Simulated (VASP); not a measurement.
Wanted: the native input for a VASP 6.6.1 run.

```
Task                   : single point
Functional             : RPBE
Potentials or basis    : VASP PAW PBE potentials, release 64 (Cu_sv_GW, O)
Cutoff                 : 700 eV
k mesh                 : 9 × 9 × 5
Occupations            : fermi-dirac, width 0.05 eV
Spin                   : no spin polarisation
Dipole correction      : no
Second run             : valence_matched
Further INCAR settings : ALGO = Normal; EDIFF = 1e-06; NBANDS = 33
```

The structure of CuO lies in POSCAR:

```
CuO
1.0
    2.1122989297     -2.1172812578      0.0000000000
    2.1122989297      2.1172812578      0.0000000000
    0.0000000000      0.0000000000      5.1921356276
Cu O
2 2
Direct
    0.5000000000      0.0000000000      0.0000000000
    0.0000000000      0.5000000000      0.5000000000
    0.5000000000      0.5000000000      0.2500000000
    0.5000000000      0.5000000000      0.7500000000
```

One way to write it, as run:

INCAR

```
PREC = Accurate
ENCUT = 700
EDIFF = 1E-6
ISMEAR = -1
SIGMA = 0.05
LREAL = False
LASPH = True
NELM = 120
ALGO = Normal
ISIF = 2
LWAVE = False
LCHARG = False
GGA = RP
NBANDS = 33
GGA_COMPAT = False
```

KPOINTS

```
regular mesh
0
Gamma
  9 9 5
```

Potentials or basis: VASP PAW PBE potentials, release 64 (Cu_sv_GW, O).

Launch:

```sh
$ cat potpaw_PBE.64/Cu_sv_GW/POTCAR potpaw_PBE.64/O/POTCAR > POTCAR
$ mpirun -np 1 vasp_std > vasp.out
```

Results of the run:

- Pressure: -2.6 GPa
- Band gap on the k mesh: zero (band 25 reaches 5.19 eV, above the bottom of band 26 at 4.30 eV)

Caveat: the PAW data sets were made with another functional, which shifts forces and pressure a little; semilocal functionals often make such compounds metallic where correlation or magnetic order opens a gap, which also shifts bond lengths.

Run time: 94 s on 1 thread of Intel(R) Xeon(R) 6975P-C (Granite Rapids), on a shared host, peak memory 0.31 GiB.
